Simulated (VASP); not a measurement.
A run of VASP 6.6.1:

The input POSCAR:

```
TiH
1.0
    0.0000000000      2.0869776543      2.0869776543
    2.0869776543      0.0000000000      2.0869776543
    2.0869776543      2.0869776543      0.0000000000
Ti H
1 1
Direct
    0.0000000000      0.0000000000      0.0000000000
    0.5000000000      0.5000000000      0.5000000000
```

File INCAR.step1:

```
PREC = Accurate
ENCUT = 520
ISMEAR = 0
SIGMA = 0.1
LREAL = False
LASPH = True
NELM = 80
NBANDS = 14
GGA = PE
ALGO = Normal
EDIFF = 1E-4
LWAVE = True
LCHARG = False
```

The input INCAR.step2:

```
PREC = Accurate
ENCUT = 520
EDIFF = 1E-7
ISMEAR = 0
SIGMA = 0.1
LREAL = False
LASPH = True
NELM = 80
ALGO = Normal
ISIF = 2
LWAVE = False
LCHARG = False
METAGGA = R2SCAN
LMIXTAU = True
NBANDS = 14
ISTART = 1
```

The input KPOINTS:

```
regular mesh
0
Gamma
  14 14 14
```

Potentials or basis: VASP PAW PBE potentials, release 64 (Ti_sv, H).

Launch:

```sh
$ cat potpaw_PBE.64/Ti_sv/POTCAR potpaw_PBE.64/H/POTCAR > POTCAR
$ cp INCAR.step1 INCAR
$ mpirun -np 1 vasp_std > vasp.out
$ cp INCAR.step2 INCAR
$ mpirun -np 1 vasp_std > vasp.out
```

Hardware: 1 thread of Intel Xeon 8259CL, with other jobs on the host.

Estimate the wall time of this run.

Wall time 2.7 min on 1 thread of Intel Xeon 8259CL, with other jobs on the host, peak memory 0.16 GiB. Counts: k points 104.
